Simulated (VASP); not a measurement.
# Cu (P6_3/mmc) in VASP: density of states with PBEsol

Aim: the density of states of Cu with PBEsol.

Program: VASP 6.6.1. These are calculated values, not measurements. Logs are shortened: lines on timing, memory, paths and dates and some standing lists are left out, and cuts for length are marked.

### Step 1. The cell of the first run

It takes space group P6_3/mmc (No. 194, hexagonal). Conventional cell: a = 2.534 Å, b = 2.534 Å, c = 4.113 Å, α = 90.00°, β = 90.00°, γ = 120.00°. Within 3.3 Å of Cu (site symmetry -6m2) lie 12 Cu at 2.52 to 2.53 Å.

### Step 2. Density of states, PBEsol

POSCAR reads:

```
Cu
1.0
    2.5340966698      0.0000000000      0.0000000000
   -1.2670483349      2.1945920917      0.0000000000
    0.0000000000      0.0000000000      4.1125710000
Cu
2
Direct
    0.3333333300      0.6666666700      0.2500000000
    0.6666666700      0.3333333300      0.7500000000
```

INCAR.step1 reads:

```
ALGO = Normal ; EDIFF = 1E-7
ENCUT = 520 ; GGA = PS
ISIF = 2 ; ISMEAR = 0
LASPH = True ; LCHARG = True
LMAXMIX = 4 ; LREAL = False
LWAVE = False ; NBANDS = 18
NELM = 100 ; PREC = Accurate
SIGMA = 0.05
```

KPOINTS.step1 reads:

```
k-points
0
Gamma
  15 15 8
```

INCAR.step2 reads:

```
ALGO = Normal ; EDIFF = 1E-7
ENCUT = 520 ; GGA = PS
ICHARG = 11 ; ISIF = 2
ISMEAR = -5 ; LASPH = True
LCHARG = False ; LMAXMIX = 4
LORBIT = 11 ; LREAL = False
LWAVE = False ; NBANDS = 18
NEDOS = 1001 ; NELM = 100
PREC = Accurate ; SIGMA = 0.05
```

KPOINTS.step2 reads:

```
k-points
0
Gamma
  23 23 12
```

Potentials or basis: VASP PAW PBE potentials, release 64 (Cu).

Run with:

```
> cat potpaw_PBE.64/Cu/POTCAR > POTCAR
> cp INCAR.step1 INCAR
> cp KPOINTS.step1 KPOINTS
> mpirun -np 1 vasp_std > vasp.out
> cp INCAR.step2 INCAR
> cp KPOINTS.step2 KPOINTS
> mpirun -np 1 vasp_std > vasp.out
```

OUTCAR:

```text
EDIFF = 1E-7
   ENCUT = 520
   GGA = PS
   ICHARG = 11
   ISIF = 2
   ISMEAR = -5
   LASPH = True
   LORBIT = 11
   LREAL = False
   NELM = 100
   PREC = Accurate

 ion  position               nearest neighbor table
   1  0.333  0.667  0.250-   2 2.52   2 2.52   2 2.52   2 2.52   2 2.52   2 2.52
   2  0.667  0.333  0.750-   1 2.52   1 2.52   1 2.52   1 2.52   1 2.52   1 2.52

  LATTYP: Found a hexagonal cell.
 ALAT       =     2.5340966698
 C/A-ratio  =     1.6228942838

  Lattice vectors:

 A1 = (   2.5340966698,   0.0000000000,   0.0000000000)
 A2 = (  -1.2670483349,   2.1945920917,   0.0000000000)
 A3 = (   0.0000000000,   0.0000000000,   4.1125710000)

Analysis of symmetry for initial positions (statically):
=====================================================================
 Subroutine PRICEL returns:
 Original cell was already a primitive cell.

 Routine SETGRP: Setting up the symmetry group for a
 hexagonal supercell.

 Subroutine GETGRP returns: Found 24 space group operations
 (whereof 12 operations were pure point group operations)
 out of a pool of 24 trial point group operations.

The static configuration has the point symmetry D_3d.
 The point group associated with its full space group is D_6h.

Analysis of symmetry for dynamics (positions and initial velocities):
=====================================================================
 Subroutine PRICEL returns:
 Original cell was already a primitive cell.

 Routine SETGRP: Setting up the symmetry group for a
 hexagonal supercell.

 Subroutine GETGRP returns: Found 24 space group operations
 (whereof 12 operations were pure point group operations)
 out of a pool of 24 trial point group operations.

The dynamic configuration has the point symmetry D_3d.
 The point group associated with its full space group is D_6h.

 Subroutine INISYM returns: Found 24 space group operations
 (whereof 12 operations are pure point group operations),
 and found     1 'primitive' translations

----------------------------------------------------------------------------------------

                                     Primitive cell

  volume of cell :      22.8713

  direct lattice vectors                    reciprocal lattice vectors
     2.534096670  0.000000000  0.000000000     0.394617937  0.227832772  0.000000000
    -1.267048335  2.194592092  0.000000000     0.000000000  0.455665544  0.000000000
     0.000000000  0.000000000  4.112571000     0.000000000  0.000000000  0.243156896

  length of vectors
     2.534096670  2.534096670  4.112571000     0.455665544  0.455665544  0.243156896

  position of ions in fractional coordinates (direct lattice)
     0.333333330  0.666666670  0.250000000
     0.666666670  0.333333330  0.750000000

  ion indices of the primitive-cell ions
   primitive index   ion index
                 1           1
                 2           2

----------------------------------------------------------------------------------------

 KPOINTS: k-points

Automatic generation of k-mesh.
 Grid dimensions read from file:
 generate k-points for:   23   23   12

 Generating k-lattice:

  Cartesian coordinates                     Fractional coordinates (reciprocal lattice)
     0.017157302  0.009905773  0.000000000     0.043478261  0.000000000  0.000000000
     0.000000000  0.019811545  0.000000000     0.000000000  0.043478261  0.000000000
     0.000000000  0.000000000  0.020263075     0.000000000  0.000000000  0.083333333

  Length of vectors
     0.019811545  0.019811545  0.020263075

  Shift w.r.t. Gamma in fractional coordinates (k-lattice)
     0.000000000  0.000000000  0.000000000

 TETIRR: Found   6486 inequivalent tetrahedra from    38088

 Subroutine IBZKPT returns following result:
 ===========================================

 Found    392 irreducible k-points:

 Following reciprocal coordinates:
            Coordinates               Weight
  0.000000  0.000000  0.000000      1.000000
  0.043478 -0.000000  0.000000      6.000000
  0.086957 -0.000000  0.000000      6.000000
  0.130435 -0.000000  0.000000      6.000000
  0.173913  0.000000  0.000000      6.000000
  0.217391  0.000000  0.000000      6.000000
[... 16 lines left out ...]
  0.478261  0.043478  0.000000      6.000000
  0.086957  0.086957  0.000000      6.000000
 [... further k-points ...]
   k-points           NKPTS =    392   k-points in BZ     NKDIM =    392   number of bands    NBANDS=     18
   number of dos      NEDOS =   1001   number of ions     NIONS =      2
   total plane-waves  NPLWV =  12800
   dimension x,y,z NGX =    20 NGY =   20 NGZ =   32
   dimension x,y,z NGXF=    40 NGYF=   40 NGZF=   64
   ions per type =               2
   NGX,Y,Z   is equivalent  to a cutoff of  13.12, 13.12, 12.94 a.u.
   NGXF,Y,Z  is equivalent  to a cutoff of  26.24, 26.24, 25.87 a.u.
 SYSTEM =  unknown system
   PREC   = accura    normal or accurate (medium, high low for compatibility)
   ISTART =      0    job   : 0-new  1-cont  2-samecut
   ICHARG =     11    charge: 1-file 2-atom 10-const
   ISPIN  =      1    spin polarized calculation?
   LNONCOLLINEAR =      F non collinear calculations
   LSORBIT =      F    spin-orbit coupling
   LASPH  =      T    aspherical Exc in radial PAW
   ENCUT  =  520.0 eV  38.22 Ry    6.18 a.u.   4.71  4.71  7.65*2*pi/ulx,y,z
   NELM   =    100;   NELMIN=  2; NELMDL=  0     # of ELM steps
   EDIFF  = 0.1E-06   stopping-criterion for ELM
   LREAL  =      F    real-space projection
   EDIFFG = 0.1E-05   stopping-criterion for IOM
   NSW    =      0    number of steps for IOM
   IBRION =     -1    ionic relax: 0-MD 1-quasi-New 2-CG
   NFREE  =      0    steps in history (QN), initial steepest desc. (CG)
   ISIF   =      2    stress and relaxation
   ISYM   =      2    0-nonsym 1-usesym 2-fastsym
   POTIM  = 0.5000    time-step for ionic-motion
   TEBEG  =    0.0;   TEEND  =   0.0 temperature during run
   PSTRESS=    0.0 pullay stress
   NELECT =      22.0000    total number of electrons
   NUPDOWN=      -1.0000    fix difference up-down
   EMIN   =  10.00;   EMAX   =-10.00  energy-range for DOS
   EFERMI =   0.00;   METHOD = LEGACY
   ISMEAR =    -5;   SIGMA  =   0.05  broadening in eV -4-tet -1-fermi 0-gaus
   EFERMI_NEDOS =   21; number of points for ismear=-14 and -15
   IALGO  =     38    algorithm
   IMIX   =      4    mixing-type and parameters
     AMIX     =   0.40;   BMIX     =  1.00
     AMIX_MAG =   1.60;   BMIX_MAG =  1.00
  volume/ion in A,a.u.               =      11.44        77.17
  Fermi-wavevector in a.u.,A,eV,Ry     =   1.616041  3.053874 35.532800  2.611587
  Thomas-Fermi vector in A             =   2.710691
   LORBIT       =     11    0 simple, 1 ext, 2 COOP (PROOUT), +10 PAW based schemes
   GGA     = PS    functional components
   LHFCALC =     F    Hartree Fock is set to
   AEXX    =    0.0000 exact exchange contribution
   IVDW    =     0    specifies the selected vdW correction
   LEPSILON=     F    determine dielectric tensor
   LRPA    =     F    only Hartree local field effects (RPA)
 non-spin polarized calculation
 Fermi weights with tetrahedron method with Bloechl corrections
  energy-cutoff  :      520.00
  volume of cell :       22.87
 maximum number of plane-waves:       640
 NGX is ok and might be reduce to    20

 number of electron      21.9999979 magnetization

 Free energy of the ion-electron system (eV)
  ---------------------------------------------------
  ext. energy  EPLUGINS =         0.00000000
  ---------------------------------------------------
  free energy    TOTEN  =        -8.59816807 eV

  energy without entropy =       -8.59816807  energy(sigma->0) =       -8.59816807

 E-fermi :   7.7937     XC(G=0): -13.0969

 val. band max:        7.8429369568   @ k =   0.4783   0.0435   0.0000
 cond. band min:       7.7087400126   @ k =   0.4348   0.0000   0.5000
 fundamental gap:     -0.1341969442
 Fermi energy:         7.7937031883

 k-point     1 :       0.0000    0.0000    0.0000
  band No.  band energies     occupation
      1      -1.8331      2.00000
      2       2.5381      2.00000
      3       4.7000      2.00000
      4       4.7282      2.00000
      5       4.7282      2.00000
      6       4.9526      2.00000
[... 10 lines left out ...]
     17      31.5226      0.00000
     18      31.5260      0.00000

 k-point     2 :       0.0435   -0.0000    0.0000
  band No.  band energies     occupation
      1      -1.7706      2.00000
      2       2.5748      2.00000
      3       4.6338      2.00000
      4       4.7516      2.00000
      5       4.7883      2.00000
      6       4.9407      2.00000
[... 10 lines left out ...]
     17      32.1489      0.00000
     18      32.4061      0.00000

 k-point     3 :       0.0870   -0.0000    0.0000
  band No.  band energies     occupation
      1      -1.5842      2.00000
      2       2.6805      2.00000
      3       4.5424      2.00000
      4       4.8205      2.00000
      5       4.8544      2.00000
      6       4.9168      2.00000
[... 10 lines left out ...]
     17      32.5200      0.00000
     18      32.7023      0.00000

 k-point     4 :       0.1304   -0.0000    0.0000
  band No.  band energies     occupation
      1      -1.2775      2.00000
      2       2.8418      2.00000
      3       4.4378      2.00000
      4       4.8180      2.00000
      5       4.8333      2.00000
      6       4.9315      2.00000
[... 10 lines left out ...]
     17      31.4010      0.00000
     18      32.8246      0.00000

 k-point     5 :       0.1739    0.0000    0.0000
  band No.  band energies     occupation
      1      -0.8568      2.00000
      2       3.0330      2.00000
      3       4.3307      2.00000
      4       4.4840      2.00000
      5       4.7724      2.00000
      6       5.0526      2.00000
[... 10 lines left out ...]
     17      29.4809      0.00000
     18      31.3663      0.00000

 k-point     6 :       0.2174    0.0000    0.0000
  band No.  band energies     occupation
      1      -0.3335      2.00000
      2       3.2114      2.00000
      3       4.1831      2.00000
      4       4.2428      2.00000
      5       4.7191      2.00000
      6       4.9720      2.00000
[... 10 lines left out ...]
     17      27.5983      0.00000
     18      29.7439      0.00000

 k-point     7 :       0.2609   -0.0000    0.0000
  band No.  band energies     occupation
      1       0.2740      2.00000
      2       3.3214      2.00000
      3       3.9272      2.00000
      4       4.2009      2.00000
      5       4.7004      2.00000
      6       4.8914      2.00000
[... 10 lines left out ...]
     17      26.1015      0.00000
     18      28.5224      0.00000

 k-point     8 :       0.3043    0.0000    0.0000
  band No.  band energies     occupation
      1       0.9334      2.00000
      2       3.3350      2.00000
      3       3.7176      2.00000
      4       4.2105      2.00000
      5       4.7377      2.00000
      6       4.8161      2.00000
[... 10 lines left out ...]
     17      24.6622      0.00000
     18      27.8546      0.00000
[... 229 lines left out ...]
     17      24.0009      0.00000
     18      28.2869      0.00000

 k-point    20 :       0.3478    0.0435    0.0000
  band No.  band energies     occupation
      1       1.9269      2.00000
      2       3.2643      2.00000
      3       3.4902      2.00000
      4       4.2745      2.00000
      5       4.6983      2.00000
      6       4.8666      2.00000
[... 10 lines left out ...]
     17      22.4071      0.00000
     18      28.0077      0.00000

 k-point    21 :       0.3913    0.0435    0.0000
  band No.  band energies     occupation
      1       2.4150      2.00000
      2       3.1851      2.00000
      3       3.3922      2.00000
      4       4.3994      2.00000
      5       4.6612      2.00000
      6       4.8154      2.00000
[... 10 lines left out ...]
     17      21.0746      0.00000
     18      27.8286      0.00000

 k-point    22 :       0.4348    0.0435    0.0000
  band No.  band energies     occupation
      1       2.7138      2.00000
      2       3.1135      2.00000
      3       3.3342      2.00000
      4       4.5357      2.00000
      5       4.6395      2.00000
      6       4.7804      2.00000
[... 10 lines left out ...]
     17      20.5965      0.00000
     18      27.7275      0.00000

 k-point    23 :       0.4783    0.0435    0.0000
  band No.  band energies     occupation
      1       2.8199      2.00000
      2       3.0753      2.00000
      3       3.3149      2.00000
      4       4.5961      2.00000
      5       4.6324      2.00000
      6       4.7682      2.00000
[... 10 lines left out ...]
     17      20.4920      0.00000
     18      27.6945      0.00000

 k-point    24 :       0.0870    0.0870    0.0000
  band No.  band energies     occupation
      1      -1.0956      2.00000
      2       2.9328      2.00000
      3       4.3752      2.00000
      4       4.6787      2.00000
      5       4.8277      2.00000
      6       4.9770      2.00000
[... 10 lines left out ...]
     17      31.4525      0.00000
     18      31.5256      0.00000

 [... further k-points ...]
[... 5 lines left out ...]
  --------------------------------------------------------------------------------------
  -------------------------------------------------------------------------------------
  Total       -0.2217541     -0.2217541      0.2284559      0.0000000     -0.0000000      0.0000000
  in kB      -15.5343069    -15.5343069     16.0037810      0.0000000     -0.0000000      0.0000000
  external PRESSURE =      -5.0216110 kB  Pullay stress =       0.0000000 kB

 VOLUME and BASIS-vectors are now :
 -----------------------------------------------------------------------------
  energy-cutoff  :      520.00
  volume of cell :       22.87
      direct lattice vectors                 reciprocal lattice vectors
     2.534096670  0.000000000  0.000000000     0.394617937  0.227832772  0.000000000
    -1.267048335  2.194592092  0.000000000     0.000000000  0.455665544  0.000000000
     0.000000000  0.000000000  4.112571000     0.000000000  0.000000000  0.243156896

 POSITION                                       TOTAL-FORCE (eV/Angst)
 -----------------------------------------------------------------------------------
     -0.00000      1.46306      1.02814        -0.000000     -0.000000      0.000000
      1.26705      0.73153      3.08443         0.000000      0.000000      0.000000
 -----------------------------------------------------------------------------------
    total drift:                               -0.000001      0.000000     -0.000000

  FREE ENERGIE OF THE ION-ELECTRON SYSTEM (eV)
  ---------------------------------------------------
  free  energy   TOTEN  =        -8.5981680700 eV

  energy  without entropy=       -8.5981680700  energy(sigma->0) =       -8.59816807

 total charge

# of ion       s       p       d       tot
------------------------------------------
    1        0.461   0.410   9.171  10.041
    2        0.461   0.410   9.171  10.041
--------------------------------------------------
tot          0.922   0.820  18.341  20.083
```

It took 66 s on 1 thread of Intel Xeon 6975P-C (Granite Rapids), shared host; peak memory 0.25 GiB.

Results:

| Quantity | Value |
| --- | --- |
| Valence electrons inside the program's atomic spheres | Cu 10.04 |

Caveat: the PAW data sets were made with another functional, which shifts forces and pressure a little; tetrahedron occupations give inexact forces and stress in metals.
